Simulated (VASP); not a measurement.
# Cu: single point with RPBE

Cu:

```
Cu
1.0
     0.00000    1.75967    1.75967
     1.75967    0.00000    1.75967
     1.75967    1.75967    0.00000
Cu
1
Direct
  0.00000 0.00000 0.00000
```

* Program: VASP 6.6.1
* Task: single point
* Functional: RPBE
* Potentials or basis: VASP PAW PBE potentials, release 64 (Cu)
* Cutoff: 520 eV
* k mesh: 24 × 24 × 24
* Occupations: fermi-dirac, width 0.1 eV
* Spin: no spin polarisation
* Dipole correction: no
* Further INCAR settings: ALGO = Normal; EDIFF = 1e-07; NBANDS = 12

| Item | Value |
| --- | --- |
| Pressure | 22.6 GPa |
| Band gap on the k mesh | zero (an odd number of electrons rules out a gap without spin polarisation) |

Levels at points of the mesh, in eV from the Fermi level:
| k point | band 3 | band 4 | band 5 | band 6 | band 7 | band 8 | band 9 | band 10 |
| --- | --- | --- | --- | --- | --- | --- | --- | --- |
| (0.00, 0.00, 0.00) | -3.32 | -3.32 | -2.39 | -2.39 | 23.15 | 26.51 | 26.51 | 26.51 |
| (0.50, 0.00, 0.00) | -3.36 | -1.75 | -1.75 | -1.28 | 4.17 | 21.60 | 23.39 | 23.39 |
| (0.50, 0.50, 0.00) | -1.77 | -1.58 | -1.58 | 1.41 | 7.67 | 13.72 | 13.72 | 18.36 |

It took 68 s on 1 thread of Intel Xeon 8259CL, with other jobs on the host, peak memory 0.17 GiB.

Caveat: the cell stands under pressure; the PAW data sets were made with another functional, which shifts forces and pressure a little.
